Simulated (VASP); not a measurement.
**As: single point with LDA**

The system is As.

```
As
1.0
     1.81275   -5.46309    0.00000
     1.81275    5.46309    0.00000
     0.00000    0.00000    4.44000
As
4
Direct
  0.39000 0.61000 0.56000
  0.89000 0.11000 0.94000
  0.61000 0.39000 0.44000
  0.11000 0.89000 0.06000
```

```yaml
Program: VASP 6.6.1
Task: single point
Functional: LDA
Potentials_or_basis: VASP PAW LDA potentials, release 64 (As)
Cutoff: 520 eV
k_mesh: 8 × 8 × 6
Occupations: fermi-dirac, width 0.05 eV
Spin: no spin polarisation
Dipole_correction: no
Further_INCAR_settings: ALGO = Normal; EDIFF = 1e-06; NBANDS = 18
```

The pressure is 0.0 GPa. The largest force is 0.162 eV/Å. The band gap on the k mesh is zero (band 10 reaches 5.00 eV, above the bottom of band 11 at 4.97 eV).

Forces in eV/Å, atoms in the order of the input:
```
As   0.000  0.159  0.031
As   0.000  0.159 -0.031
As   0.000 -0.159 -0.031
As   0.000 -0.159  0.031
```

Stress tensor (GPa, compression positive):
```
 0.87  0.00  0.00
 0.00  0.14  0.00
 0.00  0.00 -1.08
```

Levels at points of the mesh, in eV from the Fermi level:
```csv
k point,band 6,band 7,band 8,band 9,band 10,band 11,band 12,band 13,band 14,band 15
"(0.00, 0.00, 0.00)",-4.39,-3.06,-2.28,-1.88,-1.05,1.96,2.01,2.52,3.44,4.91
"(0.50, 0.00, 0.00)",-3.85,-2.52,-2.52,-2.38,-2.38,0.82,0.82,1.02,1.02,3.26
"(0.50, 0.50, 0.00)",-4.51,-3.43,-1.68,-1.25,-0.39,0.18,1.93,2.41,3.07,4.89
"(0.00, 0.00, 0.50)",-4.41,-1.99,-1.99,-0.59,-0.59,1.06,1.06,2.09,2.09,5.10
"(0.50, 0.00, 0.50)",-5.54,-4.72,-4.72,-1.83,-1.83,1.97,1.97,4.68,4.68,6.47
"(0.50, 0.50, 0.50)",-2.11,-1.88,-1.88,-1.11,-1.11,1.46,1.46,1.83,1.83,2.63
```

It took 2.4 min on 1 thread of Intel(R) Xeon(R) Platinum 8375C CPU @ 2.90GHz (Ice Lake) (shared host), peak memory 0.27 GiB.
